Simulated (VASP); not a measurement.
Wanted: the native input for a VASP 6.6.1 run.

```yaml
Task: single point
Functional: LDA
Potentials_or_basis: VASP PAW LDA potentials, release 64 (Ag)
Cutoff: 520 eV
k_mesh: 14 × 14 × 4
Occupations: fermi-dirac, width 0.08 eV
Spin: no spin polarisation
Dipole_correction: no
Further_INCAR_settings: ALGO = Normal; EDIFF = 1e-06; NBANDS = 30
```

The structure of Ag lies in POSCAR:

```
Ag
1.0
    2.8765459973      0.0000000000      0.0000000000
   -1.4382729987      2.4911619089      0.0000000000
    0.0000000000      0.0000000000      9.9665549341
Ag
4
Direct
    0.3333333333      0.6666666667      0.2500000000
    0.6666666667      0.3333333333      0.7500000000
    0.0000000000      0.0000000000      0.0000000000
    0.0000000000      0.0000000000      0.5000000000
```

This isn't the form of Ag at room conditions, which is fcc.

One way to write it, as run:

INCAR

```
SYSTEM = Ag
PREC = Accurate ; ENCUT = 520
EDIFF = 1E-6 ; ISMEAR = -1
SIGMA = 0.08 ; LREAL = .False.
LASPH = .True. ; NELM = 80
ALGO = Normal ; ISIF = 2
LWAVE = .False. ; LCHARG = .False.
GGA = CA ; NBANDS = 30
```

KPOINTS

```
Automatic mesh
0
Gamma
  14 14 4
  0 0 0
```

Potentials or basis: VASP PAW LDA potentials, release 64 (Ag).

Run with:

```sh
$ cat potpaw_LDA.64/Ag/POTCAR > POTCAR
$ mpirun -np 1 vasp_std > vasp.out
```

It gave:

- Pressure: -10.4 GPa
- Band gap on the k mesh: zero (bands 22 and 23 overlap by 6.05 eV)

Caveat: the cell stands under tension.

Run time: 42 s on 1 thread of Intel(R) Xeon(R) 6975P-C (Granite Rapids) (shared host), peak memory 0.24 GiB.
